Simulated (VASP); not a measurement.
# WS2 (R3m) in VASP: notebook

The runs below take WS2 through single point, with PBE+D3(BJ).

All numbers are computed with VASP 6.6.1; they aren't measurements. Logs are shortened: lines on timing, memory, paths and dates and some standing lists are left out, and cuts for length are marked.

**1. The cell of the first run**

Symmetry: R3m, No. 160, trigonal system. The conventional cell has a = 3.220 Å, b = 3.220 Å, c = 18.119 Å, α = 90.00°, β = 90.00°, γ = 120.00°. Within 3.3 Å of W (site symmetry 3m) lie 6 S at 2.43 to 2.44 Å and 6 W at 3.22 Å. Within 3.3 Å of S (site symmetry 3m) lie 3 W at 2.43 Å and 7 S at 3.15 to 3.22 Å. S (site symmetry 3m) has 3 W at 2.44 Å and 7 S at 3.15 to 3.22 Å within 3.3 Å.

**2. Single point, PBE+D3(BJ)**

Contents of INCAR:

```
SYSTEM = WS2
PREC = Accurate
ENCUT = 520
EDIFF = 1E-7
ISMEAR = 0
SIGMA = 0.05
LREAL = .FALSE.
LASPH = .TRUE.
NELM = 80
ALGO = Normal
ISIF = 2
LWAVE = .FALSE.
LCHARG = .TRUE.
GGA = PE
IVDW = 12
LELF = .TRUE.
LVHAR = .TRUE.
NBANDS = 20
```

Contents of KPOINTS:

```
Automatic mesh
0
G
  12 12 12
  0 0 0
```

Contents of POSCAR:

```
WS2
1.0
    1.6101500000      0.9296205359      6.0395756060
   -1.6101500000      0.9296205359      6.0395756060
    0.0000000000     -1.8592410719      6.0395756060
W S
1 2
Direct
    0.9993440419      0.9993440419      0.9993440419
    0.7527816504      0.7527816504      0.7527816504
    0.5791743077      0.5791743077      0.5791743077
```

Potentials or basis: VASP PAW PBE potentials, release 64 (W_sv, S).

On the command line:

```
$ cat potpaw_PBE.64/W_sv/POTCAR potpaw_PBE.64/S/POTCAR > POTCAR
$ mpirun -np 1 vasp_std > vasp.out
```

OUTCAR:

```text
SYSTEM = WS2
   PREC = Accurate
   ENCUT = 520
   EDIFF = 1E-7
   ISMEAR = 0
   LREAL = .FALSE.
   LASPH = .TRUE.
   NELM = 80
   ISIF = 2
   GGA = PE
   IVDW = 12
 IVDW          = 12

 ion  position               nearest neighbor table
   1  0.999  0.999  0.999-   2 2.43   2 2.43   2 2.43   3 2.44   3 2.44   3 2.44
   2  0.753  0.753  0.753-   1 2.43   1 2.43   1 2.43
   3  0.579  0.579  0.579-   1 2.44   1 2.44   1 2.44

  LATTYP: Found a trigonal (rhomboedric) cell.
 ALAT       =     6.3192761345
 COS(alpha) =     0.8701541715

  Lattice vectors:

 A1 = (   1.6101500000,   0.9296205359,   6.0395756060)
 A2 = (  -1.6101500000,   0.9296205359,   6.0395756060)
 A3 = (   0.0000000000,  -1.8592410719,   6.0395756060)

Analysis of symmetry for initial positions (statically):
=====================================================================
 Subroutine PRICEL returns:
 Original cell was already a primitive cell.

 Routine SETGRP: Setting up the symmetry group for a
 trigonal (rhombohedral) supercell.

 Subroutine GETGRP returns: Found  6 space group operations
 (whereof  6 operations were pure point group operations)
 out of a pool of 12 trial point group operations.

The static configuration has the point symmetry C_3v.

Analysis of symmetry for dynamics (positions and initial velocities):
=====================================================================
 Subroutine PRICEL returns:
 Original cell was already a primitive cell.

 Routine SETGRP: Setting up the symmetry group for a
 trigonal (rhombohedral) supercell.

 Subroutine GETGRP returns: Found  6 space group operations
 (whereof  6 operations were pure point group operations)
 out of a pool of 12 trial point group operations.

The dynamic configuration has the point symmetry C_3v.

 Subroutine INISYM returns: Found  6 space group operations
 (whereof  6 operations are pure point group operations),
 and found     1 'primitive' translations

----------------------------------------------------------------------------------------

                                     Primitive cell

  volume of cell :      54.2413

  direct lattice vectors                    reciprocal lattice vectors
     1.610150000  0.929620536  6.039575606     0.310530075  0.179284622  0.055191516
    -1.610150000  0.929620536  6.039575606    -0.310530075  0.179284622  0.055191516
     0.000000000 -1.859241072  6.039575606     0.000000000 -0.358569245  0.055191516

  length of vectors
     6.319276134  6.319276134  6.319276134     0.362791961  0.362791961  0.362791961

  position of ions in fractional coordinates (direct lattice)
     0.999344042  0.999344042  0.999344042
     0.752781650  0.752781650  0.752781650
     0.579174308  0.579174308  0.579174308

  ion indices of the primitive-cell ions
   primitive index   ion index
                 1           1
                 2           2
                 3           3

----------------------------------------------------------------------------------------

 KPOINTS: Automatic mesh

Automatic generation of k-mesh.
 Grid dimensions read from file:
 generate k-points for:   12   12   12

 Generating k-lattice:

  Cartesian coordinates                     Fractional coordinates (reciprocal lattice)
     0.025877506  0.014940385  0.004599293     0.083333333 -0.000000000 -0.000000000
    -0.025877506  0.014940385  0.004599293    -0.000000000  0.083333333 -0.000000000
     0.000000000 -0.029880770  0.004599293     0.000000000  0.000000000  0.083333333

  Length of vectors
     0.030232663  0.030232663  0.030232663

  Shift w.r.t. Gamma in fractional coordinates (k-lattice)
     0.000000000  0.000000000  0.000000000

 Subroutine IBZKPT returns following result:
 ===========================================

 Found    189 irreducible k-points:

 Following reciprocal coordinates:
            Coordinates               Weight
  0.000000  0.000000  0.000000      1.000000
  0.083333  0.000000  0.000000      6.000000
  0.166667  0.000000  0.000000      6.000000
  0.250000 -0.000000  0.000000      6.000000
  0.333333  0.000000  0.000000      6.000000
  0.416667 -0.000000 -0.000000      6.000000
[... 16 lines left out ...]
  0.500000  0.166667  0.000000     12.000000
 -0.416667  0.166667 -0.000000     12.000000
 [... further k-points ...]
   k-points           NKPTS =    189   k-points in BZ     NKDIM =    189   number of bands    NBANDS=     20
   number of dos      NEDOS =    301   number of ions     NIONS =      3
   total plane-waves  NPLWV = 110592
   dimension x,y,z NGX =    48 NGY =   48 NGZ =   48
   dimension x,y,z NGXF=    96 NGYF=   96 NGZF=   96
   ions per type =               1   2
   NGX,Y,Z   is equivalent  to a cutoff of  12.63, 12.63, 12.63 a.u.
   NGXF,Y,Z  is equivalent  to a cutoff of  25.26, 25.26, 25.26 a.u.
 SYSTEM =  WS2
   PREC   = accura    normal or accurate (medium, high low for compatibility)
   ISTART =      0    job   : 0-new  1-cont  2-samecut
   ICHARG =      2    charge: 1-file 2-atom 10-const
   ISPIN  =      1    spin polarized calculation?
   LNONCOLLINEAR =      F non collinear calculations
   LSORBIT =      F    spin-orbit coupling
   LASPH  =      T    aspherical Exc in radial PAW
   ENCUT  =  520.0 eV  38.22 Ry    6.18 a.u.  11.75 11.75 11.75*2*pi/ulx,y,z
   NELM   =     80;   NELMIN=  2; NELMDL= -5     # of ELM steps
   EDIFF  = 0.1E-06   stopping-criterion for ELM
   LREAL  =      F    real-space projection
   EDIFFG = 0.1E-05   stopping-criterion for IOM
   NSW    =      0    number of steps for IOM
   IBRION =     -1    ionic relax: 0-MD 1-quasi-New 2-CG
   NFREE  =      0    steps in history (QN), initial steepest desc. (CG)
   ISIF   =      2    stress and relaxation
   ISYM   =      2    0-nonsym 1-usesym 2-fastsym
   POTIM  = 0.5000    time-step for ionic-motion
   TEBEG  =    0.0;   TEEND  =   0.0 temperature during run
   PSTRESS=    0.0 pullay stress
   NELECT =      26.0000    total number of electrons
   NUPDOWN=      -1.0000    fix difference up-down
   EMIN   =  10.00;   EMAX   =-10.00  energy-range for DOS
   EFERMI =   0.00;   METHOD = LEGACY
   ISMEAR =     0;   SIGMA  =   0.05  broadening in eV -4-tet -1-fermi 0-gaus
   EFERMI_NEDOS =   21; number of points for ismear=-14 and -15
   IALGO  =     38    algorithm
   IMIX   =      4    mixing-type and parameters
     AMIX     =   0.40;   BMIX     =  1.00
     AMIX_MAG =   1.60;   BMIX_MAG =  1.00
  volume/ion in A,a.u.               =      18.08       122.01
  Fermi-wavevector in a.u.,A,eV,Ry     =   1.281217  2.421149 22.334196  1.641517
  Thomas-Fermi vector in A             =   2.413600
   LORBIT       =      0    0 simple, 1 ext, 2 COOP (PROOUT), +10 PAW based schemes
   GGA     = PE    functional components
   LHFCALC =     F    Hartree Fock is set to
   AEXX    =    0.0000 exact exchange contribution
   IVDW    =    12    specifies the selected vdW correction
   LEPSILON=     F    determine dielectric tensor
   LRPA    =     F    only Hartree local field effects (RPA)
 non-spin polarized calculation
 Gauss-broadening in eV      SIGMA  =   0.05
  energy-cutoff  :      520.00
  volume of cell :       54.24
 maximum number of plane-waves:      1482
   NGX = 23   NGY = 23   NGZ = 23

 number of electron      25.9999999 magnetization

 Free energy of the ion-electron system (eV)
  ---------------------------------------------------
  ext. energy  EPLUGINS =         0.00000000
  ---------------------------------------------------
  free energy    TOTEN  =       -23.59439052 eV

  energy without entropy =      -23.59439052  energy(sigma->0) =      -23.59439052

 E-fermi :   7.6221     XC(G=0): -10.9067

 val. band max:        7.4011104590   @ k =   0.5000   0.5000   0.5000
 cond. band min:       8.3335191054   @ k =  -0.1667   0.1667   0.0000
 fundamental gap:      0.9324086464
 Fermi energy:         7.6221341979

 k-point     1 :       0.0000    0.0000    0.0000
  band No.  band energies     occupation
      1     -67.4517      2.00000
      2     -31.6548      2.00000
      3     -31.5380      2.00000
      4     -31.5380      2.00000
      5      -8.1272      2.00000
      6      -6.1424      2.00000
[... 12 lines left out ...]
     19      14.7737      0.00000
     20      16.1532      0.00000

 k-point     2 :       0.0833    0.0000    0.0000
  band No.  band energies     occupation
      1     -67.4508      2.00000
      2     -31.6513      2.00000
      3     -31.5578      2.00000
      4     -31.5426      2.00000
      5      -8.0169      2.00000
      6      -6.1132      2.00000
[... 12 lines left out ...]
     19      15.2276      0.00000
     20      16.0876      0.00000

 k-point     3 :       0.1667    0.0000    0.0000
  band No.  band energies     occupation
      1     -67.4482      2.00000
      2     -31.6417      2.00000
      3     -31.6116      2.00000
      4     -31.5553      2.00000
      5      -7.7020      2.00000
      6      -6.0295      2.00000
[... 12 lines left out ...]
     19      15.5998      0.00000
     20      16.2082      0.00000

 k-point     4 :       0.2500   -0.0000    0.0000
  band No.  band energies     occupation
      1     -67.4447      2.00000
      2     -31.6843      2.00000
      3     -31.6285      2.00000
      4     -31.5725      2.00000
      5      -7.2312      2.00000
      6      -5.9055      2.00000
[... 12 lines left out ...]
     19      15.2953      0.00000
     20      15.8667      0.00000

 k-point     5 :       0.3333    0.0000    0.0000
  band No.  band energies     occupation
      1     -67.4413      2.00000
      2     -31.7561      2.00000
      3     -31.6153      2.00000
      4     -31.5897      2.00000
      5      -6.6941      2.00000
      6      -5.7690      2.00000
[... 12 lines left out ...]
     19      14.5967      0.00000
     20      14.9376      0.00000
[... 353 lines left out ...]
      6      -5.8885      2.00000
[... 12 lines left out ...]
     19      15.4503      0.00000
     20      16.0181      0.00000

 k-point    22 :       0.4167    0.1667    0.0000
  band No.  band energies     occupation
      1     -67.4400      2.00000
      2     -31.7560      2.00000
      3     -31.6228      2.00000
      4     -31.6105      2.00000
      5      -6.4515      2.00000
      6      -5.7506      2.00000
[... 12 lines left out ...]
     19      15.2271      0.00000
     20      15.6593      0.00000

 k-point    23 :       0.5000    0.1667    0.0000
  band No.  band energies     occupation
      1     -67.4378      2.00000
      2     -31.7908      2.00000
      3     -31.6440      2.00000
      4     -31.6022      2.00000
      5      -6.0486      2.00000
      6      -5.6320      2.00000
[... 12 lines left out ...]
     19      15.1472      0.00000
     20      15.4780      0.00000

 k-point    24 :      -0.4167    0.1667   -0.0000
  band No.  band energies     occupation
      1     -67.4370      2.00000
      2     -31.8034      2.00000
      3     -31.6519      2.00000
      4     -31.5991      2.00000
      5      -5.8962      2.00000
      6      -5.5764      2.00000
[... 12 lines left out ...]
     19      15.2756      0.00000
     20      15.4357      0.00000

 [... further k-points ...]

------------------------ aborting loop because EDIFF is reached ----------------------------------------

 Edisp (eV)   -1.25761

 E8    (eV) :    -0.5285

  FORCE on cell =-STRESS in cart. coord.  units (eV):
  Direction    XX          YY          ZZ          XY          YZ          ZX
  --------------------------------------------------------------------------------------
  -------------------------------------------------------------------------------------
  Total      -2.35806    -2.35806    -1.36654    -0.00000     0.00000     0.00000
  in kB     -69.65246   -69.65246   -40.36491    -0.00000     0.00000     0.00000
  external pressure =      -59.89 kB  Pullay stress =        0.00 kB

 VOLUME and BASIS-vectors are now :
 -----------------------------------------------------------------------------
  energy-cutoff  :      520.00
  volume of cell :       54.24
      direct lattice vectors                 reciprocal lattice vectors
     1.610150000  0.929620536  6.039575606     0.310530075  0.179284622  0.055191516
    -1.610150000  0.929620536  6.039575606    -0.310530075  0.179284622  0.055191516
     0.000000000 -1.859241072  6.039575606     0.000000000 -0.358569245  0.055191516

 POSITION                                       TOTAL-FORCE (eV/Angst)
 -----------------------------------------------------------------------------------
      0.00000     -0.00000     18.10684         0.000000     -0.000000      0.001293
      0.00000     -0.00000     13.63945         0.000000      0.000000     -0.413695
      0.00000     -0.00000     10.49390         0.000000     -0.000000      0.412402
 -----------------------------------------------------------------------------------
    total drift:                                0.000000      0.000000     -0.000226

  FREE ENERGIE OF THE ION-ELECTRON SYSTEM (eV)
  ---------------------------------------------------
  free  energy   TOTEN  =       -24.8520037741 eV

  energy  without entropy=      -24.8520037741  energy(sigma->0) =      -24.85200377
```

Run time: 4.8 min. Hardware: 1 thread of AMD EPYC 9R45 (Zen 5), shared host; peak memory 0.41 GiB.

What came out:

```
Free energy                : -24.8520 eV
Pressure                   : -6.0 GPa
Largest force              : 0.414 eV/Å
Band gap on the k mesh     : 0.93 eV (least direct gap 1.70 eV)
Dispersion energy per atom : -0.419 eV
```

Forces on the atoms (eV/Å):
```
W    0.000  0.000  0.001
S    0.000  0.000 -0.414
S    0.000  0.000  0.412
```

Stress tensor (GPa, compression positive):
```
-6.97  0.00  0.00
 0.00 -6.97  0.00
 0.00  0.00 -4.04
```

Caveat: the cell stands under tension; spin-orbit coupling is left out, which moves the levels of the heavy elements. As with any semilocal functional, this PBE gap is likely too small.

[end of part 1 of 3]
